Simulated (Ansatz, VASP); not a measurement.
**HgTe: VASP beside Ansatz**

```
Hg Te
1.0
     0.00000    3.32641    3.32641
     3.32641    0.00000    3.32641
     3.32641    3.32641    0.00000
Hg Te
1 1
Direct
  0.00000 0.00000 0.00000
  0.25000 0.25000 0.25000
```

Alike in both runs: task relaxation of cell and atoms; functional PBE; k mesh 12 × 12 × 12; occupations gaussian, width 0.1 eV; no spin polarisation.

|  | VASP | Ansatz |
| --- | --- | --- |
| version | VASP 6.6.1 | Ansatz 0.2.0 |
| potentials or method | VASP PAW PBE potentials, release 64 (Hg, Te), cutoff 600 eV | scalar-relativistic, plane waves, PAW |
| valence electrons in the cell | 18 | 36 |

```csv
,VASP,Ansatz,Ansatz less VASP
"gap on the k mesh at the Fermi level, each at its own relaxed structure (eV)",none,none,-
relaxed volume (Å³/atom),36.84,36.81,-0.037
relaxed length of the cell vector where the two differ most in proportion (Å),4.706,4.704,-0.0016
```

A gap of «none» marks a metal or a gap that the smearing closes. VASP's potentials hold 18 valence electrons a cell and Ansatz's 36, so a difference there can come from the potentials and not from the codes.

Neither program's run includes spin-orbit coupling.
